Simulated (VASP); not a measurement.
Input of a VASP 6.6.1 run:

The input INCAR:

```
SYSTEM = WC
  PREC = Accurate
  ENCUT = 520
  EDIFF = 1E-6
  ISMEAR = 0
  SIGMA = 0.15
  LREAL = .FALSE.
  LASPH = .TRUE.
  NELM = 100
  ALGO = Normal
  ISIF = 2
  LWAVE = .FALSE.
  LCHARG = .FALSE.
  GGA = PS
  NBANDS = 16
```

File KPOINTS:

```
regular mesh
0
G
  6 6 6
  0 0 0
```

File POSCAR:

```
WC
1.0
    2.9005014360      0.0000000000      0.0000000000
   -1.4502507180      2.5119079273      0.0000000000
    0.0000000000      0.0000000000      2.8290000000
W C
1 1
Direct
   -0.1730424181     -0.1266758419     -0.0795334040
    0.6666666667      0.3333333333      0.5000000000
```

Potentials or basis: VASP PAW PBE potentials, release 64 (W_sv, C).

Command:

```bash
$ cat potpaw_PBE.64/W_sv/POTCAR potpaw_PBE.64/C/POTCAR > POTCAR
$ mpirun -np 1 vasp_std > vasp.out
```

**Question.** What does it give for the band gap on the k mesh?

**Answer.** Zero (band 9 reaches 13.09 eV, above the bottom of band 10 at 11.28 eV).

**Question.** Estimate the pressure.

**Answer.** 39.2 GPa.

**Question.** What does it give for the largest force?

**Answer.** 7.389 eV/Å.

Forces in eV/Å, atoms in the order of the input:
```
W    2.185  5.115  4.864
C   -2.185 -5.115 -4.864
```

Caveat: the k points lie up to 0.42 Å⁻¹ apart; the cell differs from its parent crystal (atom 1 (W) moved by (-0.450, -0.225) A along [1 1 0] and z); the PAW data sets were made with another functional, which shifts forces and pressure a little; spin-orbit coupling is left out, which moves the levels of the heavy elements.
